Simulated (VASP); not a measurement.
# Mg (P6_3/mmc) in VASP: further runs, part 2 of 2

VASP 6.6.1. The steps go on from the part before.

## (3) Single point, r2SCAN

Input file POSCAR:

```
Mg
1.0
    3.1066653474      0.0000000000      0.0000000000
   -1.5533326737      2.6904511119      0.0000000000
    0.0000000000      0.0000000000      5.1532849037
Mg
2
Direct
    0.6666666667      0.3333333333      0.2500000000
    0.3333333333      0.6666666667      0.7500000000
```

Input file INCAR.step1:

```
SYSTEM = Mg
PREC = Accurate
ENCUT = 520
ISMEAR = 0
SIGMA = 0.1
LREAL = .False.
LASPH = .True.
NELM = 60
NBANDS = 9
GGA = PE
ALGO = Normal
EDIFF = 1E-4
LWAVE = .True.
LCHARG = .False.
```

Input file INCAR.step2:

```
SYSTEM = Mg
PREC = Accurate
ENCUT = 520
EDIFF = 1E-6
ISMEAR = 0
SIGMA = 0.1
LREAL = .False.
LASPH = .True.
NELM = 60
ALGO = Normal
ISIF = 2
LWAVE = .False.
LCHARG = .True.
METAGGA = R2SCAN
LMIXTAU = .True.
LELF = .True.
LVHAR = .True.
NBANDS = 9
ISTART = 1
```

Input file KPOINTS:

```
regular mesh
0
Gamma
  12 12 7
  0 0 0
```

Potentials or basis: VASP PAW PBE potentials, release 64 (Mg).

Launch:

```bash
> cat potpaw_PBE.64/Mg/POTCAR > POTCAR
> cp INCAR.step1 INCAR
> mpirun -np 1 vasp_std > vasp.out
> cp INCAR.step2 INCAR
> mpirun -np 1 vasp_std > vasp.out
```

OUTCAR:

```text
SYSTEM = Mg
   PREC = Accurate
   ENCUT = 520
   EDIFF = 1E-6
   ISMEAR = 0
   LREAL = .False.
   LASPH = .True.
   NELM = 60
   ISIF = 2
   METAGGA = R2SCAN
   ISTART = 1

 ion  position               nearest neighbor table
   1  0.667  0.333  0.250-   2 3.14   2 3.14   2 3.14   2 3.14   2 3.14   2 3.14
   2  0.333  0.667  0.750-   1 3.14   1 3.14   1 3.14   1 3.14   1 3.14   1 3.14

  LATTYP: Found a hexagonal cell.
 ALAT       =     3.1066653474
 C/A-ratio  =     1.6587833987

  Lattice vectors:

 A1 = (   3.1066653474,   0.0000000000,   0.0000000000)
 A2 = (  -1.5533326737,   2.6904511119,   0.0000000000)
 A3 = (   0.0000000000,   0.0000000000,   5.1532849037)

Analysis of symmetry for initial positions (statically):
=====================================================================
 Subroutine PRICEL returns:
 Original cell was already a primitive cell.

 Routine SETGRP: Setting up the symmetry group for a
 hexagonal supercell.

 Subroutine GETGRP returns: Found 24 space group operations
 (whereof 12 operations were pure point group operations)
 out of a pool of 24 trial point group operations.

The static configuration has the point symmetry D_3d.
 The point group associated with its full space group is D_6h.

Analysis of symmetry for dynamics (positions and initial velocities):
=====================================================================
 Subroutine PRICEL returns:
 Original cell was already a primitive cell.

 Routine SETGRP: Setting up the symmetry group for a
 hexagonal supercell.

 Subroutine GETGRP returns: Found 24 space group operations
 (whereof 12 operations were pure point group operations)
 out of a pool of 24 trial point group operations.

The dynamic configuration has the point symmetry D_3d.
 The point group associated with its full space group is D_6h.

 Subroutine INISYM returns: Found 24 space group operations
 (whereof 12 operations are pure point group operations),
 and found     1 'primitive' translations

----------------------------------------------------------------------------------------

                                     Primitive cell

  volume of cell :      43.0729

  direct lattice vectors                    reciprocal lattice vectors
     3.106665347  0.000000000  0.000000000     0.321888549  0.185842440  0.000000000
    -1.553332674  2.690451112  0.000000000     0.000000000  0.371684880  0.000000000
     0.000000000  0.000000000  5.153284904     0.000000000  0.000000000  0.194050983

  length of vectors
     3.106665347  3.106665347  5.153284904     0.371684880  0.371684880  0.194050983

  position of ions in fractional coordinates (direct lattice)
     0.666666667  0.333333333  0.250000000
     0.333333333  0.666666667  0.750000000

  ion indices of the primitive-cell ions
   primitive index   ion index
                 1           1
                 2           2

----------------------------------------------------------------------------------------

 KPOINTS: regular mesh

Automatic generation of k-mesh.
 Grid dimensions read from file:
 generate k-points for:   12   12    7

 Generating k-lattice:

  Cartesian coordinates                     Fractional coordinates (reciprocal lattice)
     0.026824046  0.015486870  0.000000000     0.083333333  0.000000000  0.000000000
     0.000000000  0.030973740  0.000000000     0.000000000  0.083333333  0.000000000
     0.000000000  0.000000000  0.027721569     0.000000000  0.000000000  0.142857143

  Length of vectors
     0.030973740  0.030973740  0.027721569

  Shift w.r.t. Gamma in fractional coordinates (k-lattice)
     0.000000000  0.000000000  0.000000000

 Subroutine IBZKPT returns following result:
 ===========================================

 Found     76 irreducible k-points:

 Following reciprocal coordinates:
            Coordinates               Weight
  0.000000  0.000000  0.000000      1.000000
  0.083333  0.000000  0.000000      6.000000
  0.166667  0.000000  0.000000      6.000000
  0.250000  0.000000  0.000000      6.000000
  0.333333 -0.000000  0.000000      6.000000
  0.416667  0.000000  0.000000      6.000000
[... 16 lines left out ...]
  0.250000  0.000000  0.142857     12.000000
  0.333333 -0.000000  0.142857     12.000000
 [... further k-points ...]
   k-points           NKPTS =     76   k-points in BZ     NKDIM =     76   number of bands    NBANDS=      9
   number of dos      NEDOS =    301   number of ions     NIONS =      2
   total plane-waves  NPLWV =  23040
   dimension x,y,z NGX =    24 NGY =   24 NGZ =   40
   dimension x,y,z NGXF=    48 NGYF=   48 NGZF=   80
   ions per type =               2
   NGX,Y,Z   is equivalent  to a cutoff of  12.84, 12.84, 12.90 a.u.
   NGXF,Y,Z  is equivalent  to a cutoff of  25.69, 25.69, 25.81 a.u.
 SYSTEM =  Mg
   PREC   = accura    normal or accurate (medium, high low for compatibility)
   ISTART =      1    job   : 0-new  1-cont  2-samecut
   ICHARG =      0    charge: 1-file 2-atom 10-const
   ISPIN  =      1    spin polarized calculation?
   LNONCOLLINEAR =      F non collinear calculations
   LSORBIT =      F    spin-orbit coupling
   LASPH  =      T    aspherical Exc in radial PAW
   ENCUT  =  520.0 eV  38.22 Ry    6.18 a.u.   5.78  5.78  9.58*2*pi/ulx,y,z
   NELM   =     60;   NELMIN=  2; NELMDL=  0     # of ELM steps
   EDIFF  = 0.1E-05   stopping-criterion for ELM
   LREAL  =      F    real-space projection
   EDIFFG = 0.1E-04   stopping-criterion for IOM
   NSW    =      0    number of steps for IOM
   IBRION =     -1    ionic relax: 0-MD 1-quasi-New 2-CG
   NFREE  =      0    steps in history (QN), initial steepest desc. (CG)
   ISIF   =      2    stress and relaxation
   ISYM   =      2    0-nonsym 1-usesym 2-fastsym
   POTIM  = 0.5000    time-step for ionic-motion
   TEBEG  =    0.0;   TEEND  =   0.0 temperature during run
   PSTRESS=    0.0 pullay stress
   NELECT =       4.0000    total number of electrons
   NUPDOWN=      -1.0000    fix difference up-down
   EMIN   =  10.00;   EMAX   =-10.00  energy-range for DOS
   EFERMI =   0.00;   METHOD = LEGACY
   ISMEAR =     0;   SIGMA  =   0.10  broadening in eV -4-tet -1-fermi 0-gaus
   EFERMI_NEDOS =   21; number of points for ismear=-14 and -15
   IALGO  =     38    algorithm
   IMIX   =      4    mixing-type and parameters
     AMIX     =   0.40;   BMIX     =  1.00
     AMIX_MAG =   1.60;   BMIX_MAG =  1.00
  volume/ion in A,a.u.               =      21.54       145.34
  Fermi-wavevector in a.u.,A,eV,Ry     =   0.741356  1.400960  7.477884  0.549609
  Thomas-Fermi vector in A             =   1.835977
   LORBIT       =      0    0 simple, 1 ext, 2 COOP (PROOUT), +10 PAW based schemes
   METAGGA = R2SCAN    functional components
   LHFCALC =     F    Hartree Fock is set to
   AEXX    =    0.0000 exact exchange contribution
   IVDW    =     0    specifies the selected vdW correction
   LEPSILON=     F    determine dielectric tensor
   LRPA    =     F    only Hartree local field effects (RPA)
 non-spin polarized calculation
 Gauss-broadening in eV      SIGMA  =   0.10
  energy-cutoff  :      520.00
  volume of cell :       43.07
 maximum number of plane-waves:      1173
 NGX is ok and might be reduce to    24
   NGX = 11   NGY = 11   NGZ = 19

 number of electron       4.0000000 magnetization

 Free energy of the ion-electron system (eV)
  ---------------------------------------------------
  ext. energy  EPLUGINS =         0.00000000
  ---------------------------------------------------
  free energy    TOTEN  =        -8.28384825 eV

  energy without entropy =       -8.28062898  energy(sigma->0) =       -8.28223861

 E-fermi :   2.9544     XC(G=0):  -9.2479

 val. band max:        2.9103915681   @ k =   0.5000   0.0000   0.4286
 cond. band min:       3.0032769083   @ k =   0.0000   0.0000   0.1429
 fundamental gap:      0.0928853402
 Fermi energy:         2.9544459276

 k-point     1 :       0.0000    0.0000    0.0000
  band No.  band energies     occupation
      1      -4.6886      2.00000
      2       0.8460      2.00000
      3       1.5836      2.00000
      4      15.3218      0.00000
      5      15.3219      0.00000
      6      15.6708      0.00000
      7      15.6709      0.00000
      8      15.8000      0.00000
      9      18.3156      0.00000
[... 265 lines left out ...]
 k-point    24 :       0.3333   -0.0000    0.1429
  band No.  band energies     occupation
      1      -2.1370      2.00000
      2       1.9238      2.00000
      3       4.5358      0.00000
      4       5.8305      0.00000
      5       8.7886      0.00000
      6      11.3365      0.00000
      7      11.5741      0.00000
      8      13.9368      0.00000
      9      15.1257      0.00000

 [... further k-points ...]
[... 5 lines left out ...]
  --------------------------------------------------------------------------------------
  -------------------------------------------------------------------------------------
  Total        0.7472968      0.7472968     -0.0873447      0.0000000      0.0000000      0.0000000
  in kB       27.7971317     27.7971317     -3.2489515      0.0000000      0.0000000      0.0000000
  external PRESSURE =      17.4484373 kB  Pullay stress =       0.0000000 kB

 VOLUME and BASIS-vectors are now :
 -----------------------------------------------------------------------------
  energy-cutoff  :      520.00
  volume of cell :       43.07
      direct lattice vectors                 reciprocal lattice vectors
     3.106665347  0.000000000  0.000000000     0.321888549  0.185842440  0.000000000
    -1.553332674  2.690451112  0.000000000     0.000000000  0.371684880  0.000000000
     0.000000000  0.000000000  5.153284904     0.000000000  0.000000000  0.194050983

 POSITION                                       TOTAL-FORCE (eV/Angst)
 -----------------------------------------------------------------------------------
      1.55333      0.89682      1.28832        -0.000000      0.000000      0.000000
     -0.00000      1.79363      3.86496         0.000000     -0.000000      0.000000
 -----------------------------------------------------------------------------------
    total drift:                                0.000000     -0.000000      0.000000

  FREE ENERGIE OF THE ION-ELECTRON SYSTEM (eV)
  ---------------------------------------------------
  free  energy   TOTEN  =        -8.2838482463 eV

  energy  without entropy=       -8.2806289769  energy(sigma->0) =       -8.28223861
```

Run time: 37 s. Hardware: 1 thread of Intel Xeon Platinum 8488C (Sapphire Rapids), shared host; peak memory 0.17 GiB.

What came out:

```
Free energy            : -8.2838 eV
Pressure               : 1.7 GPa
Band gap on the k mesh : zero (band 2 reaches 4.08 eV, above the bottom of band 3 at 1.58 eV)
```

Caveat: the PAW data sets were made with another functional, which shifts forces and pressure a little.

## (4) Single point, r2SCAN

This run uses another cell than the first one, of 22.07 Å³/atom, 1.025 times its volume.

Changes to POSCAR since step 3:

```diff
@@ -4,3 +4,3 @@
    -1.5533326737      2.6904511119      0.0000000000
-    0.0000000000      0.0000000000      5.1532849037
+    0.0000000000      0.0000000000      5.2812698450
 Mg
```

Input file INCAR.step1:

```
ALGO = Normal
EDIFF = 1E-4
ENCUT = 520
GGA = PE
ISMEAR = 0
LASPH = T
LCHARG = F
LREAL = F
LWAVE = T
NBANDS = 9
NELM = 60
PREC = Accurate
SIGMA = 0.1
```

Input file INCAR.step2:

```
ALGO = Normal
EDIFF = 1E-7
ENCUT = 520
ISIF = 2
ISMEAR = 0
ISTART = 1
LASPH = T
LCHARG = T
LELF = T
LMIXTAU = T
LREAL = F
LVHAR = T
LWAVE = F
METAGGA = R2SCAN
NBANDS = 9
NELM = 60
PREC = Accurate
SIGMA = 0.1
```

Input file KPOINTS:

```
k-points
0
Gamma
  12 12 7
```

Launch:

```bash
> cat potpaw_PBE.64/Mg/POTCAR > POTCAR
> cp INCAR.step1 INCAR
> mpirun -np 1 vasp_std > vasp.out
> cp INCAR.step2 INCAR
> mpirun -np 1 vasp_std > vasp.out
```

Run time: 46 s. Hardware: 1 thread of Intel Xeon Platinum 8488C (Sapphire Rapids), shared host; peak memory 0.17 GiB.

Results (log left out):

| Item | Value |
| --- | --- |
| Free energy | -8.2752 eV |
| Pressure | 0.7 GPa |
| Band gap on the k mesh | zero (band 2 reaches 3.97 eV, above the bottom of band 3 at 1.22 eV) |

Stress tensor (GPa, compression positive):
```
 2.10  0.00  0.00
 0.00  2.10  0.00
 0.00  0.00 -1.96
```

Levels at points of the mesh, in eV from the Fermi level:
```tsv
k point	band 1	band 2	band 3	band 4	band 5
(0.00, 0.00, 0.00)	-7.56	-2.23	-1.63	12.37	12.47
(0.50, 0.00, 0.00)	-2.31	-2.06	2.83	3.04	3.37
```

Caveat: the PAW data sets were made with another functional, which shifts forces and pressure a little.
